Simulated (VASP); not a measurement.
Set up this calculation in VASP 6.6.1, as the native input.

```yaml
Task: single point
Functional: r2SCAN
Potentials_or_basis: VASP PAW PBE potentials, release 64 (Ir, O)
Cutoff: 520 eV
k_mesh: 16 × 16 × 16
Occupations: gaussian, width 0.1 eV
Spin: no spin polarisation
Dipole_correction: no
Further_INCAR_settings: ALGO = Normal; EDIFF = 1e-07; NBANDS = 14
```

The system is IrO.

```xyz
2
Lattice="0.0000 2.3648 2.3648 2.3648 0.0000 2.3648 2.3648 2.3648 0.0000" Properties=species:S:1:pos:R:3 pbc="T T T"
Ir    0.0000    0.0000    0.0000
O     1.1824    1.1824    1.1824
```

One way to write it, as run:

POSCAR

```
IrO
1.0
    0.0000000000      2.3648116834      2.3648116834
    2.3648116834      0.0000000000      2.3648116834
    2.3648116834      2.3648116834      0.0000000000
Ir O
1 1
Direct
    0.0000000000      0.0000000000      0.0000000000
    0.2500000000      0.2500000000      0.2500000000
```

INCAR.step1

```
SYSTEM = IrO
ALGO = Normal
EDIFF = 1E-4
ENCUT = 520
GGA = PE
ISMEAR = 0
LASPH = .True.
LCHARG = .False.
LREAL = .False.
LWAVE = .True.
NBANDS = 14
NELM = 100
PREC = Accurate
SIGMA = 0.1
```

INCAR.step2

```
SYSTEM = IrO
ALGO = Normal
EDIFF = 1E-7
ENCUT = 520
ISIF = 2
ISMEAR = 0
ISTART = 1
LASPH = .True.
LCHARG = .False.
LMIXTAU = .True.
LREAL = .False.
LWAVE = .False.
METAGGA = R2SCAN
NBANDS = 14
NELM = 100
PREC = Accurate
SIGMA = 0.1
```

KPOINTS

```
k-points
0
Gamma
  16 16 16
  0 0 0
```

Potentials or basis: VASP PAW PBE potentials, release 64 (Ir, O).

Launch:

```console
$ cat potpaw_PBE.64/Ir/POTCAR potpaw_PBE.64/O/POTCAR > POTCAR
$ cp INCAR.step1 INCAR
$ mpirun -np 1 vasp_std > vasp.out
$ cp INCAR.step2 INCAR
$ mpirun -np 1 vasp_std > vasp.out
```

It gave:

```json
{"Pressure": "2.2 GPa"}
```

Caveat: the PAW data sets were made with another functional, which shifts forces and pressure a little; an odd number of electrons without spin polarisation forces a metal; a magnetic or distorted state may lie lower.

Run time: 99 s on 1 thread of Intel(R) Xeon(R) 6975P-C (Granite Rapids), with other jobs on the host, peak memory 0.21 GiB.
